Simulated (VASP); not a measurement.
# Br (Ia-3) in VASP: single point with PBE

Aim: the single point of Br with PBE.

All numbers are computed with VASP 6.6.1; they aren't measurements. Logs are shortened: lines on timing, memory, paths and dates and some standing lists are left out, and cuts for length are marked.

## (1) The cell of the first run

The structure is cubic, space group Ia-3 (No. 206). The conventional cell has a = 8.243 Å, b = 8.243 Å, c = 8.243 Å, α = 90.00°, β = 90.00°, γ = 90.00°. Within 3.9 Å of Br (site symmetry 3) lie 4 Br at 2.94 to 2.96 Å.

## (2) Single point, PBE

The input, INCAR:

```
ALGO     = Fast           # electronic algorithm
EDIFF    = 1E-6           # SCF threshold, eV
ENCUT    = 520            # plane-wave cutoff, eV
GGA      = PE             # functional
ISIF     = 2              # what is computed and relaxed
ISMEAR   = 0              # smearing method
LASPH    = True           # aspherical terms in the spheres
LCHARG   = False          # write CHGCAR
LREAL    = False          # projectors in reciprocal space
LWAVE    = False          # write WAVECAR
NBANDS   = 38             # bands
NELM     = 60             # most SCF steps
PREC     = Accurate       # precision mode
SIGMA    = 0.1            # smearing width, eV
```

The input, KPOINTS:

```
k-points
0
Gamma
  4 4 4
```

The input, POSCAR:

```
Br
1.0
   -4.1214427601      4.1214427601      4.1214427601
    4.1214427601     -4.1214427601      4.1214427601
    4.1214427601      4.1214427601     -4.1214427601
Br
8
Direct
    0.2060000000      0.2060000000      0.2060000000
    0.5000000000      0.0000000000      0.2940000000
    0.2940000000      0.5000000000      0.0000000000
    0.0000000000      0.2940000000      0.5000000000
    0.7940000000      0.7940000000      0.7940000000
    0.5000000000      0.0000000000      0.7060000000
    0.7060000000      0.5000000000      0.0000000000
    0.0000000000      0.7060000000      0.5000000000
```

Potentials or basis: VASP PAW PBE potentials, release 64 (Br).

The run is started by

```bash
cat potpaw_PBE.64/Br/POTCAR > POTCAR
mpirun -np 1 vasp_std > vasp.out
```

OUTCAR:

```text
EDIFF = 1E-6
   ENCUT = 520
   GGA = PE
   ISIF = 2
   ISMEAR = 0
   LASPH = True
   LREAL = False
   NELM = 60
   PREC = Accurate

 ion  position               nearest neighbor table
   1  0.206  0.206  0.206-
   2  0.500  0.000  0.294-
   3  0.294  0.500  0.000-
   4  0.000  0.294  0.500-
   5  0.794  0.794  0.794-
   6  0.500  0.000  0.706-
   7  0.706  0.500  0.000-
   8  0.000  0.706  0.500-

  LATTYP: Found a body centered cubic cell.
 ALAT       =     8.2428855202

  Lattice vectors:

 A1 = (  -4.1214427601,   4.1214427601,   4.1214427601)
 A2 = (   4.1214427601,  -4.1214427601,   4.1214427601)
 A3 = (   4.1214427601,   4.1214427601,  -4.1214427601)

Analysis of symmetry for initial positions (statically):
=====================================================================
 Subroutine PRICEL returns:
 Original cell was already a primitive cell.

 Routine SETGRP: Setting up the symmetry group for a
 body centered cubic supercell.

 Subroutine GETGRP returns: Found 24 space group operations
 (whereof  6 operations were pure point group operations)
 out of a pool of 48 trial point group operations.

The static configuration has the point symmetry S_6 .
 The point group associated with its full space group is T_h .

Analysis of symmetry for dynamics (positions and initial velocities):
=====================================================================
 Subroutine PRICEL returns:
 Original cell was already a primitive cell.

 Routine SETGRP: Setting up the symmetry group for a
 body centered cubic supercell.

 Subroutine GETGRP returns: Found 24 space group operations
 (whereof  6 operations were pure point group operations)
 out of a pool of 48 trial point group operations.

The dynamic configuration has the point symmetry S_6 .
 The point group associated with its full space group is T_h .

 Subroutine INISYM returns: Found 24 space group operations
 (whereof  6 operations are pure point group operations),
 and found     1 'primitive' translations

----------------------------------------------------------------------------------------

                                     Primitive cell

  volume of cell :     280.0321

  direct lattice vectors                    reciprocal lattice vectors
    -4.121442760  4.121442760  4.121442760     0.000000000  0.121316740  0.121316740
     4.121442760 -4.121442760  4.121442760     0.121316740  0.000000000  0.121316740
     4.121442760  4.121442760 -4.121442760     0.121316740  0.121316740  0.000000000

  length of vectors
     7.138548261  7.138548261  7.138548261     0.171567779  0.171567779  0.171567779

  position of ions in fractional coordinates (direct lattice)
     0.206000000  0.206000000  0.206000000
     0.500000000  0.000000000  0.294000000
     0.294000000  0.500000000  0.000000000
     0.000000000  0.294000000  0.500000000
     0.794000000  0.794000000  0.794000000
     0.500000000  0.000000000  0.706000000
     0.706000000  0.500000000  0.000000000
     0.000000000  0.706000000  0.500000000

  ion indices of the primitive-cell ions
   primitive index   ion index
                 1           1
                 2           2
                 3           3
                 4           4
                 5           5
                 6           6
                 7           7
                 8           8

----------------------------------------------------------------------------------------

 KPOINTS: k-points

Automatic generation of k-mesh.
 Grid dimensions read from file:
 generate k-points for:    4    4    4

 Generating k-lattice:

  Cartesian coordinates                     Fractional coordinates (reciprocal lattice)
     0.000000000  0.030329185  0.030329185     0.250000000  0.000000000  0.000000000
     0.030329185  0.000000000  0.030329185     0.000000000  0.250000000  0.000000000
     0.030329185  0.030329185  0.000000000     0.000000000  0.000000000  0.250000000

  Length of vectors
     0.042891945  0.042891945  0.042891945

  Shift w.r.t. Gamma in fractional coordinates (k-lattice)
     0.000000000  0.000000000  0.000000000

 Subroutine IBZKPT returns following result:
 ===========================================

 Found      8 irreducible k-points:

 Following reciprocal coordinates:
            Coordinates               Weight
  0.000000  0.000000  0.000000      1.000000
  0.250000  0.000000  0.000000     12.000000
  0.500000  0.000000  0.000000      6.000000
  0.250000  0.250000  0.000000     24.000000
  0.250000  0.250000  0.250000      2.000000
 -0.250000  0.250000  0.250000      6.000000
  0.500000  0.500000  0.250000     12.000000
  0.500000  0.500000  0.500000      1.000000
   k-points           NKPTS =      8   k-points in BZ     NKDIM =      8   number of bands    NBANDS=     38
   number of dos      NEDOS =    301   number of ions     NIONS =      8
   total plane-waves  NPLWV = 157464
   dimension x,y,z NGX =    54 NGY =   54 NGZ =   54
   dimension x,y,z NGXF=   108 NGYF=  108 NGZF=  108
   ions per type =               8
   NGX,Y,Z   is equivalent  to a cutoff of  12.58, 12.58, 12.58 a.u.
   NGXF,Y,Z  is equivalent  to a cutoff of  25.15, 25.15, 25.15 a.u.
 SYSTEM =  unknown system
   PREC   = accura    normal or accurate (medium, high low for compatibility)
   ISTART =      0    job   : 0-new  1-cont  2-samecut
   ICHARG =      2    charge: 1-file 2-atom 10-const
   ISPIN  =      1    spin polarized calculation?
   LNONCOLLINEAR =      F non collinear calculations
   LSORBIT =      F    spin-orbit coupling
   LASPH  =      T    aspherical Exc in radial PAW
   ENCUT  =  520.0 eV  38.22 Ry    6.18 a.u.  13.27 13.27 13.27*2*pi/ulx,y,z
   NELM   =     60;   NELMIN=  2; NELMDL= -5     # of ELM steps
   EDIFF  = 0.1E-05   stopping-criterion for ELM
   LREAL  =      F    real-space projection
   EDIFFG = 0.1E-04   stopping-criterion for IOM
   NSW    =      0    number of steps for IOM
   IBRION =     -1    ionic relax: 0-MD 1-quasi-New 2-CG
   NFREE  =      0    steps in history (QN), initial steepest desc. (CG)
   ISIF   =      2    stress and relaxation
   ISYM   =      2    0-nonsym 1-usesym 2-fastsym
   POTIM  = 0.5000    time-step for ionic-motion
   TEBEG  =    0.0;   TEEND  =   0.0 temperature during run
   PSTRESS=    0.0 pullay stress
   NELECT =      56.0000    total number of electrons
   NUPDOWN=      -1.0000    fix difference up-down
   EMIN   =  10.00;   EMAX   =-10.00  energy-range for DOS
   EFERMI =   0.00;   METHOD = LEGACY
   ISMEAR =     0;   SIGMA  =   0.10  broadening in eV -4-tet -1-fermi 0-gaus
   EFERMI_NEDOS =   21; number of points for ismear=-14 and -15
   IALGO  =     68    algorithm
   IMIX   =      4    mixing-type and parameters
     AMIX     =   0.40;   BMIX     =  1.00
     AMIX_MAG =   1.60;   BMIX_MAG =  1.00
  volume/ion in A,a.u.               =      35.00       236.22
  Fermi-wavevector in a.u.,A,eV,Ry     =   0.957344  1.809119 12.469855  0.916508
  Thomas-Fermi vector in A             =   2.086354
   LORBIT       =      0    0 simple, 1 ext, 2 COOP (PROOUT), +10 PAW based schemes
   GGA     = PE    functional components
   LHFCALC =     F    Hartree Fock is set to
   AEXX    =    0.0000 exact exchange contribution
   IVDW    =     0    specifies the selected vdW correction
   LEPSILON=     F    determine dielectric tensor
   LRPA    =     F    only Hartree local field effects (RPA)
 non-spin polarized calculation
 RMM-DIIS sequential band-by-band and
 Gauss-broadening in eV      SIGMA  =   0.10
  energy-cutoff  :      520.00
  volume of cell :      280.03
 maximum number of plane-waves:      7635
 NGX is ok and might be reduce to    54
   NGX = 27   NGY = 27   NGZ = 27

 number of electron      56.0000008 magnetization

 Free energy of the ion-electron system (eV)
  ---------------------------------------------------
  ext. energy  EPLUGINS =         0.00000000
  ---------------------------------------------------
  free energy    TOTEN  =        -8.00124565 eV

  energy without entropy =       -7.90554640  energy(sigma->0) =       -7.95339602

 E-fermi :  -0.0396     XC(G=0):  -7.7356

 val. band max:       -0.0718626851   @ k =   0.2500   0.2500   0.2500
 cond. band min:      -0.0392699340   @ k =  -0.2500   0.2500   0.2500
 fundamental gap:      0.0325927511
 Fermi energy:        -0.0396418824

 k-point     1 :       0.0000    0.0000    0.0000
  band No.  band energies     occupation
      1     -15.4885      2.00000
      2     -14.8196      2.00000
      3     -14.3885      2.00000
      4     -14.3885      2.00000
      5     -14.3885      2.00000
      6     -13.7798      2.00000
[... 30 lines left out ...]
     37       7.2658      0.00000
     38       7.2666      0.00000

 k-point     2 :       0.2500    0.0000    0.0000
  band No.  band energies     occupation
      1     -15.3814      2.00000
      2     -14.8578      2.00000
      3     -14.5896      2.00000
      4     -14.5147      2.00000
      5     -14.2801      2.00000
      6     -13.8594      2.00000
[... 30 lines left out ...]
     37       7.4243      0.00000
     38       7.5366      0.00000

 k-point     3 :       0.5000    0.0000    0.0000
  band No.  band energies     occupation
      1     -15.0998      2.00000
      2     -15.0998      2.00000
      3     -14.6685      2.00000
      4     -14.6685      2.00000
      5     -14.0585      2.00000
      6     -14.0585      2.00000
[... 30 lines left out ...]
     37       7.8102      0.00000
     38       7.8273      0.00000

 k-point     4 :       0.2500    0.2500    0.0000
  band No.  band energies     occupation
      1     -15.1855      2.00000
      2     -14.9237      2.00000
      3     -14.8256      2.00000
      4     -14.6216      2.00000
      5     -14.1113      2.00000
      6     -13.9177      2.00000
[... 30 lines left out ...]
     37       7.5015      0.00000
     38       7.8631      0.00000

 k-point     5 :       0.2500    0.2500    0.2500
  band No.  band energies     occupation
      1     -14.9308      2.00000
      2     -14.9308      2.00000
      3     -14.9308      2.00000
      4     -14.9308      2.00000
      5     -13.7696      2.00000
      6     -13.7696      2.00000
[... 30 lines left out ...]
     37       7.4738      0.00000
     38       7.4738      0.00000

 k-point     6 :      -0.2500    0.2500    0.2500
  band No.  band energies     occupation
      1     -15.2816      2.00000
      2     -14.8776      2.00000
      3     -14.7297      2.00000
      4     -14.3845      2.00000
      5     -14.3843      2.00000
      6     -14.0090      2.00000
[... 30 lines left out ...]
     37       7.6279      0.00000
     38       7.6338      0.00000

 k-point     7 :       0.5000    0.5000    0.2500
  band No.  band energies     occupation
      1     -15.0344      2.00000
      2     -15.0246      2.00000
      3     -14.8569      2.00000
      4     -14.4691      2.00000
      5     -14.2406      2.00000
      6     -14.1796      2.00000
[... 30 lines left out ...]
     37       7.7646      0.00000
     38       7.8473      0.00000

 k-point     8 :       0.5000    0.5000    0.5000
  band No.  band energies     occupation
      1     -14.9320      2.00000
      2     -14.9320      2.00000
      3     -14.9320      2.00000
      4     -14.3830      2.00000
      5     -14.3830      2.00000
      6     -14.3830      2.00000
[... 30 lines left out ...]
     37       8.0215      0.00000
     38       8.1174      0.00000

------------------------ aborting loop because EDIFF is reached ----------------------------------------

  FORCE on cell =-STRESS in cart. coord.  units (eV):
  Direction    XX          YY          ZZ          XY          YZ          ZX
  --------------------------------------------------------------------------------------
  -------------------------------------------------------------------------------------
  Total        2.8763136      2.8763136      2.8763136     -0.0000000     -0.0000000     -0.0000000
  in kB       16.4565583     16.4565583     16.4565583     -0.0000000     -0.0000000     -0.0000000
  external PRESSURE =      16.4565583 kB  Pullay stress =       0.0000000 kB

 VOLUME and BASIS-vectors are now :
 -----------------------------------------------------------------------------
  energy-cutoff  :      520.00
  volume of cell :      280.03
      direct lattice vectors                 reciprocal lattice vectors
    -4.121442760  4.121442760  4.121442760     0.000000000  0.121316740  0.121316740
     4.121442760 -4.121442760  4.121442760     0.121316740  0.000000000  0.121316740
     4.121442760  4.121442760 -4.121442760     0.121316740  0.121316740  0.000000000

 POSITION                                       TOTAL-FORCE (eV/Angst)
 -----------------------------------------------------------------------------------
      0.84902      0.84902      0.84902         0.528908      0.528908      0.528908
     -0.84902      3.27243      0.84902        -0.528908     -0.528908      0.528908
      0.84902     -0.84902      3.27243         0.528908     -0.528908     -0.528908
      3.27243      0.84902     -0.84902        -0.528908      0.528908     -0.528908
      3.27243      3.27243      3.27243        -0.528908     -0.528908     -0.528908
      0.84902      4.97046     -0.84902         0.528908      0.528908     -0.528908
     -0.84902      0.84902      4.97046        -0.528908      0.528908      0.528908
      4.97046     -0.84902      0.84902         0.528908     -0.528908      0.528908
 -----------------------------------------------------------------------------------
    total drift:                                0.000000      0.000000     -0.000000

  FREE ENERGIE OF THE ION-ELECTRON SYSTEM (eV)
  ---------------------------------------------------
  free  energy   TOTEN  =        -8.0012456483 eV

  energy  without entropy=       -7.9055464004  energy(sigma->0) =       -7.95339602
```

It took 1.7 min on 1 thread of Oxide Virtual Turin-like, shared host; peak memory 0.34 GiB.

Results:

```
Free energy            : -8.0012 eV
Pressure               : 1.6 GPa
Largest force          : 0.916 eV/Å
Band gap on the k mesh : zero (bands 28 and 29 overlap by 0.40 eV)
```

Forces in eV/Å, atoms in the order of the input:
```
Br   0.529  0.529  0.529
Br  -0.529 -0.529  0.529
Br   0.529 -0.529 -0.529
Br  -0.529  0.529 -0.529
Br  -0.529 -0.529 -0.529
Br   0.529  0.529 -0.529
Br  -0.529  0.529  0.529
Br   0.529 -0.529  0.529
```

Levels at points of the mesh, in eV from the Fermi level:
| k point | band 25 | band 26 | band 27 | band 28 | band 29 | band 30 | band 31 | band 32 |
| --- | --- | --- | --- | --- | --- | --- | --- | --- |
| (0.00, 0.00, 0.00) | -0.70 | -0.07 | 0.31 | 0.31 | 0.31 | 0.37 | 0.37 | 0.37 |
| (0.50, 0.00, 0.00) | -0.34 | -0.34 | -0.28 | -0.28 | 0.18 | 0.18 | 0.31 | 0.31 |
| (0.50, 0.50, 0.50) | -0.93 | -0.43 | -0.43 | -0.43 | -0.06 | -0.06 | 0.47 | 0.47 |

The gap in the log of VASP goes by the Fermi energy; the results here count the filled bands.